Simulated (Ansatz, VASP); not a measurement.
**Cu: VASP beside Ansatz**

```xyz
8
Lattice="4.5546 0.0000 0.0000 0.0000 4.5546 0.0000 0.0000 0.0000 4.5546" Properties=species:S:1:pos:R:3 pbc="T T T"
Cu    0.0000    0.0000    0.0000
Cu    2.2773    2.2773    2.2773
Cu    1.1386    0.0000    2.2773
Cu    3.4159    0.0000    2.2773
Cu    2.2773    1.1386    0.0000
Cu    2.2773    3.4159    0.0000
Cu    0.0000    2.2773    1.1386
Cu    0.0000    2.2773    3.4159
```

Alike in both runs: task relaxation of cell and atoms; functional PBE; k mesh 6 × 6 × 6; occupations fermi-dirac, width 0.1 eV; no spin polarisation.

|  | VASP | Ansatz |
| --- | --- | --- |
| version | VASP 6.6.1 | Ansatz 0.2.0 |
| potentials or method | VASP PAW PBE potentials, release 64 (Cu), cutoff 600 eV | plane waves (420 eV) with PAW, scalar-relativistic |
| valence electrons in the cell | 88 | 152 |

|  | VASP | Ansatz | Ansatz less VASP |
| --- | --- | --- | --- |
| relaxed volume (Å³/atom) | 12.34 | 12.28 | -0.055 |
| relaxed cell length with the largest relative difference (Å) | 4.622 | 4.615 | -0.0069 |

VASP's potentials hold 88 valence electrons a cell and Ansatz's 152, so a difference there can come from the potentials and not from the codes.
